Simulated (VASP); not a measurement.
# AlNi3: single point with PBE

AlNi3:

```xyz
4
Lattice="3.5306 0.0000 0.0000 0.0000 3.5306 0.0000 0.0000 0.0000 3.5306" Properties=species:S:1:pos:R:3 pbc="T T T"
Al    0.0000    0.0000    0.0000
Ni    0.0000    1.7653    1.7653
Ni    1.7653    0.0000    1.7653
Ni    1.7653    1.7653    0.0000
```

This cell differs from its parent crystal: volume scaled by 0.97.

```
Program             : VASP 6.6.1
Task                : single point
Functional          : PBE
Potentials or basis : VASP PAW PBE potentials, release 64 (Al, Ni)
Cutoff              : 520 eV
k mesh              : 12 × 12 × 12
Occupations         : gaussian, width 0.1 eV
Spin                : collinear spin, ferromagnetic start
Starting moments    : [0.0, 0.3, 0.3, 0.3] μB
```

```yaml
Pressure: 5.9 GPa
Net_moment: 0.70 μB per cell
Site_moments: Al -0.01; Ni +0.25 μB
Valence_electrons_inside_the_program's_atomic_spheres: Al 0.81; Ni 9.44
```

Levels at points of the mesh, in eV from the Fermi level:
Spin up:
```
           k point  band 15  band 16  band 17  band 18  band 19  band 20
(0.00, 0.00, 0.00)    -0.08    -0.08     0.87     0.87     0.87     6.69
(0.50, 0.00, 0.00)    -1.07    -0.52    -0.08     5.61     5.61     5.66
(0.50, 0.50, 0.00)    -1.01    -0.99    -0.59     0.87     0.87     8.28
(0.50, 0.50, 0.50)    -1.10    -0.26    -0.26    -0.26    -0.20     3.52
```
Spin down:
```csv
k point,band 12,band 13,band 14,band 15,band 16,band 17,band 18,band 19,band 20,band 21
"(0.00, 0.00, 0.00)",-0.41,0.01,0.35,0.35,0.35,0.84,0.84,0.84,6.77,6.77
"(0.50, 0.00, 0.00)",-1.06,-0.95,-0.95,-0.84,-0.33,0.35,5.67,5.67,5.71,5.71
"(0.50, 0.50, 0.00)",-1.17,-1.17,-1.11,-0.81,-0.60,-0.46,1.15,1.15,8.32,8.32
"(0.50, 0.50, 0.50)",-1.19,-1.19,-0.92,-0.92,-0.22,0.11,0.11,0.11,3.62,4.33
```

It took 2.5 min on 1 thread of Intel(R) Xeon(R) Platinum 8559C (Emerald Rapids), on a shared host, peak memory 0.27 GiB.
